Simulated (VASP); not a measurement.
# Ti2C5 (P-3m1) in VASP: vibrations by perturbation theory with PBE

Aim: the vibrations by perturbation theory of Ti2C5 with PBE.

Program: VASP 6.6.1. These are calculated values, not measurements. Logs are shortened: lines on timing, memory, paths and dates and some standing lists are left out, and cuts for length are marked.

### Step 1. The cell of the first run

The structure is trigonal, space group P-3m1 (No. 164). The conventional cell has a = 2.698 Å, b = 2.698 Å, c = 10.723 Å, α = 90.00°, β = 90.00°, γ = 120.00°. Ti (site symmetry 3m) has 9 C at 2.03 to 2.48 Å and 6 Ti at 2.70 Å within 2.7 Å. C (site symmetry 3m) has 3 C at 1.56 Å within 2.1 Å. C (site symmetry 3m) has 3 C at 1.56 Å within 2.1 Å. Within 2.7 Å of C (site symmetry -3m) lie 6 Ti at 2.03 Å and 6 C at 2.70 Å.

### Step 2. Vibrations by perturbation theory, PBE

File INCAR:

```
SYSTEM = Ti2C5
ALGO = Normal ; EDIFF = 1E-8
ENCUT = 600 ; GGA = PE
GGA_COMPAT = .FALSE. ; IBRION = 8
ISIF = 2 ; ISMEAR = 0
KPAR = 4 ; LASPH = .TRUE.
LCHARG = .FALSE. ; LREAL = .FALSE.
LWAVE = .FALSE. ; NBANDS = 31
NELM = 120 ; NSW = 1
PREC = Accurate ; SIGMA = 0.1
```

File KPOINTS:

```
k-points
0
G
  12 12 4
  0 0 0
```

File POSCAR:

```
Ti2C5
1.0
    2.6977793289      0.0000000000      0.0000000000
   -1.3488896644      2.3363454327      0.0000000000
    0.0000000000      0.0000000000     10.7234486284
Ti C
2 5
Direct
    0.3333333333      0.6666666667      0.1213495432
    0.6666666667      0.3333333333      0.8786504568
    0.0000000000      0.0000000000      0.3010362726
    0.6666666667      0.3333333333      0.2974211469
    0.0000000000      0.0000000000      0.6989637274
    0.3333333333      0.6666666667      0.7025788531
    0.0000000000      0.0000000000      0.0000000000
```

Potentials or basis: VASP PAW PBE potentials, release 64 (Ti_sv, C).

Started as:

```console
cat potpaw_PBE.64/Ti_sv/POTCAR potpaw_PBE.64/C/POTCAR > POTCAR
mpirun -np 4 vasp_std > vasp.out
```

OUTCAR:

```text
SYSTEM = Ti2C5
   EDIFF = 1E-8
   ENCUT = 600
   GGA = PE
   IBRION = 8
   ISIF = 2
   ISMEAR = 0
   LASPH = .TRUE.
   LREAL = .FALSE.
   NELM = 120
   NSW = 1
   PREC = Accurate

 ion  position               nearest neighbor table
   1  0.333  0.667  0.121-   7 2.03   7 2.03   7 2.03   4 2.45   4 2.45   4 2.45   3 2.48   3 2.48
                             3 2.48
   2  0.667  0.333  0.879-   7 2.03   7 2.03   7 2.03   6 2.45   6 2.45   6 2.45   5 2.48   5 2.48
                             5 2.48
   3  0.000  0.000  0.301-   4 1.56   4 1.56   4 1.56   1 2.48   1 2.48   1 2.48
   4  0.667  0.333  0.297-   3 1.56   3 1.56   3 1.56   1 2.45   1 2.45   1 2.45
   5  0.000  0.000  0.699-   6 1.56   6 1.56   6 1.56   2 2.48   2 2.48   2 2.48
   6  0.333  0.667  0.703-   5 1.56   5 1.56   5 1.56   2 2.45   2 2.45   2 2.45
   7  0.000  0.000  0.000-   1 2.03   2 2.03   2 2.03   1 2.03   2 2.03   1 2.03
[... 1098 lines left out ...]
  2X    -1.896856   -0.000000    0.000000  -10.117277   -0.000000    0.000000    0.893803    0.000000    0.000000   -0.675970   -0.000000   -0.000000   -0.631873   -0.000000    0.000000    2.707773    0.000000    0.000000    9.720401    0.000000    0.000000
  2Y    -0.000000   -1.896856    0.000000   -0.000000  -10.117277   -0.000000    0.000000    0.893803    0.000000   -0.000000   -0.675970    0.000000   -0.000000   -0.631873    0.000000    0.000000    2.707773    0.000000    0.000000    9.720401    0.000000
  2Z     0.000000    0.000000    2.112553    0.000000   -0.000000  -18.128161    0.000000   -0.000000    0.361307    0.000000   -0.000000    1.271701    0.000000    0.000000    2.790082   -0.000000    0.000000    1.859115    0.000000   -0.000000    9.733402
  3X    -0.631091   -0.000000   -0.000000    0.895590    0.000000   -0.000000  -21.155160   -0.000000   -0.000000   20.681445    0.000000   -0.000000   -1.846520   -0.000000   -0.000000    1.670239    0.000000    0.000000    0.385497    0.000000    0.000000
  3Y    -0.000000   -0.631091   -0.000000    0.000000    0.895590    0.000000   -0.000000  -21.155160    0.000000    0.000000   20.681445    0.000000   -0.000000   -1.846520    0.000000    0.000000    1.670239   -0.000000    0.000000    0.385497    0.000000
  3Z     0.000000    0.000000    2.863146    0.000000    0.000000    0.414349    0.000000    0.000000   -9.291622   -0.000000   -0.000000    5.243593    0.000000   -0.000000   -0.078476    0.000000   -0.000000   -0.196346    0.000000   -0.000000    1.045355
  4X     2.707119    0.000000   -0.000000   -0.678026   -0.000000    0.000000   20.680019    0.000000    0.000000  -22.740092   -0.000000   -0.000000    1.678102    0.000000   -0.000000   -1.447753   -0.000000    0.000000   -0.199370   -0.000000   -0.000000
  4Y     0.000000    2.707119    0.000000   -0.000000   -0.678026    0.000000    0.000000   20.680019    0.000000   -0.000000  -22.740092    0.000000    0.000000    1.678102   -0.000000   -0.000000   -1.447753    0.000000   -0.000000   -0.199370   -0.000000
  4Z    -0.000000   -0.000000    1.758450    0.000000    0.000000    1.182776    0.000000    0.000000    5.307673    0.000000    0.000000   -7.896415    0.000000    0.000000   -0.132253    0.000000    0.000000   -0.299874    0.000000    0.000000    0.079643
  5X     0.895590    0.000000   -0.000000   -0.631091   -0.000000   -0.000000   -1.846520   -0.000000   -0.000000    1.670239    0.000000    0.000000  -21.155160   -0.000000   -0.000000   20.681445    0.000000   -0.000000    0.385497    0.000000    0.000000
  5Y     0.000000    0.895590    0.000000   -0.000000   -0.631091   -0.000000   -0.000000   -1.846520    0.000000    0.000000    1.670239   -0.000000   -0.000000  -21.155160    0.000000    0.000000   20.681445    0.000000    0.000000    0.385497    0.000000
  5Z     0.000000    0.000000    0.414349    0.000000    0.000000    2.863146    0.000000   -0.000000   -0.078476    0.000000   -0.000000   -0.196346    0.000000    0.000000   -9.291622   -0.000000   -0.000000    5.243593    0.000000   -0.000000    1.045355
  6X    -0.678026   -0.000000    0.000000    2.707119    0.000000   -0.000000    1.678102    0.000000   -0.000000   -1.447753   -0.000000    0.000000   20.680019    0.000000    0.000000  -22.740092   -0.000000   -0.000000   -0.199370   -0.000000   -0.000000
  6Y    -0.000000   -0.678026    0.000000    0.000000    2.707119    0.000000    0.000000    1.678102   -0.000000   -0.000000   -1.447753    0.000000    0.000000   20.680019    0.000000   -0.000000  -22.740092    0.000000   -0.000000   -0.199370   -0.000000
  6Z     0.000000    0.000000    1.182776   -0.000000   -0.000000    1.758450    0.000000    0.000000   -0.132253    0.000000    0.000000   -0.299874    0.000000    0.000000    5.307673    0.000000    0.000000   -7.896415    0.000000    0.000000    0.079643
  7X     9.720547    0.000000    0.000000    9.720547    0.000000    0.000000    0.394393    0.000000    0.000000   -0.206886   -0.000000    0.000000    0.394393    0.000000    0.000000   -0.206886   -0.000000    0.000000  -19.816109   -0.000000   -0.000000
  7Y     0.000000    9.720547    0.000000    0.000000    9.720547    0.000000    0.000000    0.394393    0.000000   -0.000000   -0.206886    0.000000    0.000000    0.394393    0.000000   -0.000000   -0.206886    0.000000   -0.000000  -19.816109    0.000000
  7Z     0.000000    0.000000    9.730179    0.000000    0.000000    9.730179    0.000000   -0.000000    1.052185    0.000000    0.000000    0.042143    0.000000    0.000000    1.052185   -0.000000    0.000000    0.042143   -0.000000   -0.000000  -21.649014

 Eigenvectors and eigenvalues of the dynamical matrix
 ----------------------------------------------------

   1 f  =   30.589644 THz   192.200400 2PiTHz 1020.360685 cm-1   126.508545 meV
             X         Y         Z           dx          dy          dz
     -0.000000  1.557564  1.301286     0.004237    0.012924   -0.000000
      1.348890  0.778782  9.422163     0.004237    0.012924    0.000000
      0.000000  0.000000  3.228147     0.153551    0.468405   -0.000000
      1.348890  0.778782  3.189380    -0.157750   -0.481214   -0.000000
      0.000000  0.000000  7.495302     0.153551    0.468405    0.000000
     -0.000000  1.557564  7.534068    -0.157750   -0.481214    0.000000
      0.000000  0.000000  0.000000    -0.008601   -0.026238   -0.000000
[... 191 lines left out ...]
  21 f/i=    0.015303 THz     0.096150 2PiTHz    0.510444 cm-1     0.063287 meV
             X         Y         Z           dx          dy          dz
     -0.000000  1.557564  1.301286    -0.000000    0.000000    0.553822
      1.348890  0.778782  9.422163    -0.000000    0.000000    0.553822
      0.000000  0.000000  3.228147    -0.000000    0.000000    0.278006
      1.348890  0.778782  3.189380    -0.000000    0.000000    0.278180
      0.000000  0.000000  7.495302    -0.000000    0.000000    0.278006
     -0.000000  1.557564  7.534068    -0.000000    0.000000    0.278180
      0.000000  0.000000  0.000000    -0.000000    0.000000    0.277884

--------------------------------------------------------------------------------------------------------

 ELASTIC MODULI CONTR FROM IONIC RELAXATION (kBar)
 Direction    XX          YY          ZZ          XY          YZ          ZX
 --------------------------------------------------------------------------------
 XX        -417.4963   -196.2495   -953.7631     -0.0000    346.0247      0.0000
 YY        -196.2495   -417.4963   -953.7631     -0.0000   -346.0247     -0.0000
 ZZ        -953.7631   -953.7631  -3264.0929     -0.0000      0.0000     -0.0000
 XY          -0.0000     -0.0000     -0.0000   -110.6234     -0.0000    337.0802
 YZ         346.0247   -346.0247      0.0000     -0.0000  -1132.7565     -0.0000
 ZX           0.0000     -0.0000     -0.0000    337.0802     -0.0000  -1099.9952
 --------------------------------------------------------------------------------
```

OSZICAR:

```text
N       E                     dE             d eps       ncg     rms          rms(c)
DAV:   1     0.552900425033E+03    0.55290E+03   -0.24247E+04  4278   0.181E+03
DAV:   2     0.669561729795E+01   -0.54620E+03   -0.51779E+03  4467   0.516E+02
DAV:   3    -0.639080868002E+02   -0.70604E+02   -0.68729E+02  6577   0.163E+02
DAV:   4    -0.698757290276E+02   -0.59676E+01   -0.59250E+01  6658   0.430E+01
[... 205 lines left out ...]
RMM:  19    -0.149782792386E+00   -0.34172E-07   -0.23220E-07 10919   0.145E-04    0.143E-05
RMM:  20    -0.149782778926E+00    0.13460E-07   -0.63341E-08 10627   0.113E-04    0.120E-05
RMM:  21    -0.149782791914E+00   -0.12988E-07   -0.56099E-08 10716   0.989E-05    0.607E-06
RMM:  22    -0.149782789805E+00    0.21091E-08    0.11656E-07 10314   0.912E-05    0.165E-06
RMM:  23    -0.149782792895E+00   -0.30898E-08   -0.78649E-08 10876   0.847E-05    0.196E-06
 Linear response finished
```

Wall time 19 min (4 MPI ranks of Intel Xeon 6975P-C (Granite Rapids), shared host); peak memory 1.4 GiB.

What came out:

- Highest phonon frequency at Γ: 1020 cm⁻¹

Phonon frequencies in cm⁻¹ (negative: imaginary):
```
              q point                                                                       frequencies
(0.000, 0.000, 0.000)  -1 0 0 144 144 201 201 230 230 238 345 350 560 562 710 710 739 945 945 1020 1020
```
